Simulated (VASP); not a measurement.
# LiH (P6_3/mmc) in VASP: settings compared

Aim: see how the results for LiH move with the level of theory and the settings. Levels: PBE, r2SCAN. Tasks: single point.

Program: VASP 6.6.1. These are calculated values, not measurements. Logs are shortened: lines on timing, memory, paths and dates and some standing lists are left out, and cuts for length are marked.

### 1 The cell of the first run

Symmetry: P6_3/mmc, No. 194, hexagonal system. Conventional cell: a = 3.317 Å, b = 3.317 Å, c = 4.152 Å, α = 90.00°, β = 90.00°, γ = 120.00°. Within 2.5 Å of Li (site symmetry -6m2) lie 5 H at 1.92 to 2.08 Å. Within 2.5 Å of H (site symmetry -6m2) lie 5 Li at 1.92 to 2.08 Å.

### 2 Single point, PBE (9.89 Å³/atom)

Contents of INCAR:

```
PREC = Accurate ; ENCUT = 520
EDIFF = 1E-6 ; ISMEAR = 0
SIGMA = 0.01 ; LREAL = False
LASPH = True ; NELM = 100
ALGO = Normal ; ISIF = 2
LWAVE = False ; LCHARG = False
GGA = PE ; NBANDS = 12
```

Contents of KPOINTS:

```
regular mesh
0
Gamma
  9 9 6
```

Contents of POSCAR:

```
LiH
1.0
    3.3169994477      0.0000000000      0.0000000000
   -1.6584997239      2.8726057860      0.0000000000
    0.0000000000      0.0000000000      4.1522930338
Li H
2 2
Direct
    0.3333333333      0.6666666667      0.2500000000
    0.6666666667      0.3333333333      0.7500000000
    0.6666666667      0.3333333333      0.2500000000
    0.3333333333      0.6666666667      0.7500000000
```

Potentials or basis: VASP PAW PBE potentials, release 64 (Li_sv, H).

On the command line:

```console
> cat potpaw_PBE.64/Li_sv/POTCAR potpaw_PBE.64/H/POTCAR > POTCAR
> mpirun -np 1 vasp_std > vasp.out
```

OUTCAR:

```text
PREC = Accurate
   ENCUT = 520
   EDIFF = 1E-6
   ISMEAR = 0
   LREAL = False
   LASPH = True
   NELM = 100
   ISIF = 2
   GGA = PE

 ion  position               nearest neighbor table
   1  0.333  0.667  0.250-
   2  0.667  0.333  0.750-
   3  0.667  0.333  0.250-
   4  0.333  0.667  0.750-

  LATTYP: Found a hexagonal cell.
 ALAT       =     3.3169994477
 C/A-ratio  =     1.2518220456

  Lattice vectors:

 A1 = (   3.3169994477,   0.0000000000,   0.0000000000)
 A2 = (  -1.6584997239,   2.8726057860,   0.0000000000)
 A3 = (   0.0000000000,   0.0000000000,   4.1522930338)

Analysis of symmetry for initial positions (statically):
=====================================================================
 Subroutine PRICEL returns:
 Original cell was already a primitive cell.

 Routine SETGRP: Setting up the symmetry group for a
 hexagonal supercell.

 Subroutine GETGRP returns: Found 24 space group operations
 (whereof 12 operations were pure point group operations)
 out of a pool of 24 trial point group operations.

The static configuration has the point symmetry D_3d.
 The point group associated with its full space group is D_6h.

Analysis of symmetry for dynamics (positions and initial velocities):
=====================================================================
 Subroutine PRICEL returns:
 Original cell was already a primitive cell.

 Routine SETGRP: Setting up the symmetry group for a
 hexagonal supercell.

 Subroutine GETGRP returns: Found 24 space group operations
 (whereof 12 operations were pure point group operations)
 out of a pool of 24 trial point group operations.

The dynamic configuration has the point symmetry D_3d.
 The point group associated with its full space group is D_6h.

 Subroutine INISYM returns: Found 24 space group operations
 (whereof 12 operations are pure point group operations),
 and found     1 'primitive' translations

----------------------------------------------------------------------------------------

                                     Primitive cell

  volume of cell :      39.5648

  direct lattice vectors                    reciprocal lattice vectors
     3.316999448  0.000000000  0.000000000     0.301477289  0.174057994  0.000000000
    -1.658499724  2.872605786  0.000000000     0.000000000  0.348115988  0.000000000
     0.000000000  0.000000000  4.152293034     0.000000000  0.000000000  0.240830787
[... 99 lines left out ...]
   NELECT =       8.0000    total number of electrons
   NUPDOWN=      -1.0000    fix difference up-down
   EMIN   =  10.00;   EMAX   =-10.00  energy-range for DOS
   EFERMI =   0.00;   METHOD = LEGACY
   ISMEAR =     0;   SIGMA  =   0.01  broadening in eV -4-tet -1-fermi 0-gaus
   EFERMI_NEDOS =   21; number of points for ismear=-14 and -15
   IALGO  =     38    algorithm
   IMIX   =      4    mixing-type and parameters
     AMIX     =   0.40;   BMIX     =  1.00
     AMIX_MAG =   1.60;   BMIX_MAG =  1.00
  volume/ion in A,a.u.               =       9.89        66.75
  Fermi-wavevector in a.u.,A,eV,Ry     =   0.960878  1.815797 12.562082  0.923287
  Thomas-Fermi vector in A             =   2.090201
   LORBIT       =      0    0 simple, 1 ext, 2 COOP (PROOUT), +10 PAW based schemes
   GGA     = PE    functional components
   LHFCALC =     F    Hartree Fock is set to
   AEXX    =    0.0000 exact exchange contribution
   IVDW    =     0    specifies the selected vdW correction
   LEPSILON=     F    determine dielectric tensor
   LRPA    =     F    only Hartree local field effects (RPA)
 non-spin polarized calculation
 Gauss-broadening in eV      SIGMA  =   0.01
  energy-cutoff  :      520.00
  volume of cell :       39.56
 maximum number of plane-waves:      1084
 NGX is ok and might be reduce to    28
   NGX = 13   NGY = 13   NGZ = 15

 number of electron       8.0000001 magnetization

 Free energy of the ion-electron system (eV)
  ---------------------------------------------------
  ext. energy  EPLUGINS =         0.00000000
  ---------------------------------------------------
  free energy    TOTEN  =       -12.15158274 eV

  energy without entropy =      -12.15158274  energy(sigma->0) =      -12.15158274

 E-fermi :  -0.3364     XC(G=0):  -7.7055

 val. band max:       -0.4248579635   @ k =   0.0000   0.0000   0.0000
 cond. band min:       1.5252497349   @ k =   0.3333   0.3333   0.0000
 fundamental gap:      1.9501076984
 Fermi energy:        -0.3364229987

 k-point     1 :       0.0000    0.0000    0.0000
  band No.  band energies     occupation
      1     -45.0904      2.00000
      2     -45.0443      2.00000
      3      -5.4259      2.00000
      4      -0.4249      2.00000
      5       2.6795      0.00000
      6      10.0073      0.00000
      7      10.0073      0.00000
      8      10.5913      0.00000
      9      12.6349      0.00000
     10      12.6349      0.00000
     11      14.0915      0.00000
     12      16.7802      0.00000
[... 331 lines left out ...]
 k-point    24 :       0.3333    0.3333    0.1667
  band No.  band energies     occupation
      1     -45.0610      2.00000
      2     -45.0610      2.00000
      3      -2.3965      2.00000
      4      -2.3965      2.00000
      5       1.7647      0.00000
      6       7.1868      0.00000
      7       7.1868      0.00000
      8       7.3992      0.00000
      9      10.8849      0.00000
     10      10.8849      0.00000
     11      13.5589      0.00000
     12      16.9034      0.00000

 [... further k-points ...]

------------------------ aborting loop because EDIFF is reached ----------------------------------------

  FORCE on cell =-STRESS in cart. coord.  units (eV):
  Direction    XX          YY          ZZ          XY          YZ          ZX
  --------------------------------------------------------------------------------------
  -------------------------------------------------------------------------------------
  Total       -0.4250327     -0.4250327     -0.4361755      0.0000000      0.0000000      0.0000000
  in kB      -17.2116882    -17.2116882    -17.6629163      0.0000000      0.0000000      0.0000000
  external PRESSURE =     -17.3620975 kB  Pullay stress =       0.0000000 kB

 VOLUME and BASIS-vectors are now :
 -----------------------------------------------------------------------------
  energy-cutoff  :      520.00
  volume of cell :       39.56
      direct lattice vectors                 reciprocal lattice vectors
     3.316999448  0.000000000  0.000000000     0.301477289  0.174057994  0.000000000
    -1.658499724  2.872605786  0.000000000     0.000000000  0.348115988  0.000000000
     0.000000000  0.000000000  4.152293034     0.000000000  0.000000000  0.240830787

 POSITION                                       TOTAL-FORCE (eV/Angst)
 -----------------------------------------------------------------------------------
     -0.00000      1.91507      1.03807        -0.000000      0.000000      0.000000
      1.65850      0.95754      3.11422         0.000000     -0.000000      0.000000
      1.65850      0.95754      1.03807         0.000000      0.000000      0.000000
     -0.00000      1.91507      3.11422        -0.000000      0.000000      0.000000
 -----------------------------------------------------------------------------------
    total drift:                               -0.000000     -0.000000      0.000000

  FREE ENERGIE OF THE ION-ELECTRON SYSTEM (eV)
  ---------------------------------------------------
  free  energy   TOTEN  =       -12.1515827362 eV

  energy  without entropy=      -12.1515827362  energy(sigma->0) =      -12.15158274
```

It took 39 s on 1 thread of Intel Xeon 8259CL, shared host; peak memory 0.16 GiB.

What came out:

| Quantity | Value |
| --- | --- |
| Free energy | -12.1516 eV |
| Band gap on the k mesh | 1.95 eV (least direct gap 3.10 eV) |

Caveat: the cutoff is under 1.25 times the usual one of these potentials, so pressure, stress and relaxed cells hold a basis-set (Pulay) error.

### 3 Single point, r2SCAN (8.77 Å³/atom)

This run uses another cell than the first one, of 8.77 Å³/atom.

Contents of POSCAR:

```
LiH
1.0
    3.1883797939      0.0000000000      0.0000000000
   -1.5941898970      2.7612178984      0.0000000000
    0.0000000000      0.0000000000      3.9860027541
Li H
2 2
Direct
    0.3333333333      0.6666666667      0.2500000000
    0.6666666667      0.3333333333      0.7500000000
    0.6666666667      0.3333333333      0.2500000000
    0.3333333333      0.6666666667      0.7500000000
```

Contents of INCAR.step1:

```
SYSTEM = LiH
PREC = Accurate
ENCUT = 520
ISMEAR = 0
SIGMA = 0.01
LREAL = .FALSE.
LASPH = .TRUE.
NELM = 100
NBANDS = 12
GGA = PE
ALGO = Normal
EDIFF = 1E-4
LWAVE = .TRUE.
LCHARG = .FALSE.
```

Contents of INCAR.step2:

```
SYSTEM = LiH
PREC = Accurate
ENCUT = 520
EDIFF = 1E-6
ISMEAR = 0
SIGMA = 0.01
LREAL = .FALSE.
LASPH = .TRUE.
NELM = 100
ALGO = Normal
ISIF = 2
LWAVE = .FALSE.
LCHARG = .FALSE.
METAGGA = R2SCAN
LMIXTAU = .TRUE.
NBANDS = 12
ISTART = 1
```

Contents of KPOINTS:

```
Automatic mesh
0
G
  9 9 6
  0 0 0
```

Potentials or basis: VASP PAW PBE potentials, release 64 (Li_sv, H).

On the command line:

```console
> cat potpaw_PBE.64/Li_sv/POTCAR potpaw_PBE.64/H/POTCAR > POTCAR
> cp INCAR.step1 INCAR
> mpirun -np 1 vasp_std > vasp.out
> cp INCAR.step2 INCAR
> mpirun -np 1 vasp_std > vasp.out
```

OUTCAR:

```text
SYSTEM = LiH
   PREC = Accurate
   ENCUT = 520
   EDIFF = 1E-6
   ISMEAR = 0
   LREAL = .FALSE.
   LASPH = .TRUE.
   NELM = 100
   ISIF = 2
   METAGGA = R2SCAN
   ISTART = 1

 ion  position               nearest neighbor table
   1  0.333  0.667  0.250-
   2  0.667  0.333  0.750-
   3  0.667  0.333  0.250-
   4  0.333  0.667  0.750-

  LATTYP: Found a hexagonal cell.
 ALAT       =     3.1883797939
 C/A-ratio  =     1.2501656050

  Lattice vectors:

 A1 = (   3.1883797939,   0.0000000000,   0.0000000000)
 A2 = (  -1.5941898970,   2.7612178984,   0.0000000000)
 A3 = (   0.0000000000,   0.0000000000,   3.9860027541)

Analysis of symmetry for initial positions (statically):
=====================================================================
 Subroutine PRICEL returns:
 Original cell was already a primitive cell.

 Routine SETGRP: Setting up the symmetry group for a
 hexagonal supercell.

[... 184 lines left out ...]
      3      -5.6579      2.00000
      4      -0.1387      2.00000
      5       3.4278      0.00000
      6      11.8222      0.00000
      7      11.8225      0.00000
      8      12.6208      0.00000
      9      14.6408      0.00000
     10      14.6410      0.00000
     11      16.9503      0.00000
     12      19.7040      0.00000
[... 331 lines left out ...]
 k-point    24 :       0.3333    0.3333    0.1667
  band No.  band energies     occupation
      1     -46.0894      2.00000
      2     -46.0894      2.00000
      3      -2.4032      2.00000
      4      -2.4032      2.00000
      5       2.3173      0.00000
      6       8.6671      0.00000
      7       8.6935      0.00000
      8       8.6935      0.00000
      9      13.0555      0.00000
     10      13.0556      0.00000
     11      15.5813      0.00000
     12      20.2074      0.00000

 [... further k-points ...]

------------------------ aborting loop because EDIFF is reached ----------------------------------------

  FORCE on cell =-STRESS in cart. coord.  units (eV):
  Direction    XX          YY          ZZ          XY          YZ          ZX
  --------------------------------------------------------------------------------------
  -------------------------------------------------------------------------------------
  Total        0.4113620      0.4113620      0.3419276     -0.0000000      0.0000000      0.0000000
  in kB       18.7813316     18.7813316     15.6112024     -0.0000000      0.0000000      0.0000000
  external PRESSURE =      17.7246219 kB  Pullay stress =       0.0000000 kB

 VOLUME and BASIS-vectors are now :
 -----------------------------------------------------------------------------
  energy-cutoff  :      520.00
  volume of cell :       35.09
      direct lattice vectors                 reciprocal lattice vectors
     3.188379794  0.000000000  0.000000000     0.313638922  0.181079516  0.000000000
    -1.594189897  2.761217898  0.000000000     0.000000000  0.362159032  0.000000000
     0.000000000  0.000000000  3.986002754     0.000000000  0.000000000  0.250877900

 POSITION                                       TOTAL-FORCE (eV/Angst)
 -----------------------------------------------------------------------------------
     -0.00000      1.84081      0.99650         0.000000      0.000000      0.000000
      1.59419      0.92041      2.98950        -0.000000     -0.000000      0.000000
      1.59419      0.92041      0.99650         0.000000     -0.000000      0.000000
     -0.00000      1.84081      2.98950        -0.000000      0.000000      0.000000
 -----------------------------------------------------------------------------------
    total drift:                               -0.000000      0.000000     -0.000000

  FREE ENERGIE OF THE ION-ELECTRON SYSTEM (eV)
  ---------------------------------------------------
  free  energy   TOTEN  =       -13.5204249567 eV

  energy  without entropy=      -13.5204249567  energy(sigma->0) =      -13.52042496
```

OSZICAR.step1:

```text
N       E                     dE             d eps       ncg     rms          rms(c)
DAV:   1     0.225860331247E+02    0.22586E+02   -0.38892E+03  1152   0.672E+02
DAV:   2    -0.841764119385E+01   -0.31004E+02   -0.30408E+02  1376   0.151E+02
DAV:   3    -0.127890276080E+02   -0.43714E+01   -0.43460E+01  2152   0.388E+01
DAV:   4    -0.128287572681E+02   -0.39730E-01   -0.39723E-01  1416   0.506E+00
DAV:   5    -0.128290426580E+02   -0.28539E-03   -0.28539E-03  1588   0.388E-01    0.460E+00
DAV:   6    -0.122993788238E+02    0.52966E+00   -0.32140E-01  1308   0.207E+00    0.228E+00
DAV:   7    -0.121384163339E+02    0.16096E+00   -0.43110E-01  1376   0.264E+00    0.409E-01
DAV:   8    -0.121483234106E+02   -0.99071E-02   -0.27147E-02  1392   0.968E-01    0.132E-01
DAV:   9    -0.121480216227E+02    0.30179E-03   -0.83942E-04  1488   0.148E-01    0.249E-02
DAV:  10    -0.121480312329E+02   -0.96102E-05   -0.83927E-05  1100   0.619E-02
   1 F= -.12148031E+02 E0= -.12148031E+02  d E =-.109125-110
```

It took 1.9 min on 1 thread of Intel Xeon 8259CL, shared host; peak memory 0.15 GiB.

Results:

```yaml
Free_energy: -13.5204 eV
Band_gap_on_the_k_mesh: 2.19 eV (least direct gap 3.57 eV)
```

Levels at points of the mesh, in eV from the valence-band top:
```
           k point  band 1  band 2  band 3  band 4  band 5  band 6  band 7  band 8  band 9
(0.00, 0.00, 0.00)  -46.00  -45.93   -5.52    0.00    3.57   11.96   11.96   12.76   14.78
(0.00, 0.00, 0.50)  -45.96  -45.96   -3.93   -3.93   10.71   10.71   14.28   14.28   14.28
```

Caveat: the cutoff is under 1.25 times the usual one of these potentials, so pressure, stress and relaxed cells hold a basis-set (Pulay) error; the PAW data sets were made with another functional, which shifts forces and pressure a little.

### 4 Single point, PBE

This run uses another cell than the first one, of 9.33 Å³/atom.

Contents of INCAR:

```
  ALGO = Normal
  EDIFF = 1E-6
  ENCUT = 520
  GGA = PE
  ISIF = 2
  ISMEAR = 0
  LASPH = T
  LCHARG = F
  LREAL = F
  LWAVE = F
  NBANDS = 12
  NELM = 80
  PREC = Accurate
  SIGMA = 0.01
```

Contents of KPOINTS:

```
k-points
0
Gamma
  12 12 6
```

Contents of POSCAR:

```
LiH
1.0
    3.2548234050      0.0000000000      0.0000000000
   -1.6274117025      2.8187597536      0.0000000000
    0.0000000000      0.0000000000      4.0690682714
Li H
2 2
Direct
    0.3333333333      0.6666666667      0.2500000000
    0.6666666667      0.3333333333      0.7500000000
    0.6666666667      0.3333333333      0.2500000000
    0.3333333333      0.6666666667      0.7500000000
```

Potentials or basis: VASP PAW PBE potentials, release 64 (Li_sv, H).

On the command line:

```console
> cat potpaw_PBE.64/Li_sv/POTCAR potpaw_PBE.64/H/POTCAR > POTCAR
> mpirun -np 1 vasp_std > vasp.out
```

OUTCAR:

```text
EDIFF = 1E-6
   ENCUT = 520
   GGA = PE
   ISIF = 2
   ISMEAR = 0
   LASPH = T
   LREAL = F
   NELM = 80
   PREC = Accurate

 ion  position               nearest neighbor table
   1  0.333  0.667  0.250-
   2  0.667  0.333  0.750-
   3  0.667  0.333  0.250-
   4  0.333  0.667  0.750-

  LATTYP: Found a hexagonal cell.
[... 559 lines left out ...]

  FORCE on cell =-STRESS in cart. coord.  units (eV):
  Direction    XX          YY          ZZ          XY          YZ          ZX
  --------------------------------------------------------------------------------------
  -------------------------------------------------------------------------------------
  Total       -0.0407738     -0.0407738     -0.0357724      0.0000000     -0.0000000     -0.0000000
  in kB       -1.7498920     -1.7498920     -1.5352463      0.0000000     -0.0000000     -0.0000000
  external PRESSURE =      -1.6783435 kB  Pullay stress =       0.0000000 kB

 VOLUME and BASIS-vectors are now :
 -----------------------------------------------------------------------------
  energy-cutoff  :      520.00
  volume of cell :       37.33
      direct lattice vectors                 reciprocal lattice vectors
     3.254823405  0.000000000  0.000000000     0.307236331  0.177382978  0.000000000
    -1.627411702  2.818759754  0.000000000     0.000000000  0.354765956  0.000000000
     0.000000000  0.000000000  4.069068271     0.000000000  0.000000000  0.245756506

 POSITION                                       TOTAL-FORCE (eV/Angst)
 -----------------------------------------------------------------------------------
     -0.00000      1.87917      1.01727        -0.000000      0.000000      0.000000
      1.62741      0.93959      3.05180         0.000000      0.000000      0.000000
      1.62741      0.93959      1.01727         0.000000      0.000000      0.000000
     -0.00000      1.87917      3.05180         0.000000     -0.000000      0.000000
 -----------------------------------------------------------------------------------
    total drift:                               -0.000000      0.000000      0.000000

  FREE ENERGIE OF THE ION-ELECTRON SYSTEM (eV)
  ---------------------------------------------------
  free  energy   TOTEN  =       -12.1625035024 eV

  energy  without entropy=      -12.1625035024  energy(sigma->0) =      -12.16250350
```

Wall time 37 s (1 thread of Intel Xeon 8259CL, shared host); peak memory 0.16 GiB.

Results:

```yaml
Free_energy: -12.1625 eV
Band_gap_on_the_k_mesh: 1.83 eV (least direct gap 3.07 eV)
```

Caveat: the cutoff is under 1.25 times the usual one of these potentials, so pressure, stress and relaxed cells hold a basis-set (Pulay) error. A k mesh can miss the band edges.

(Continued in part 2 of 2.)
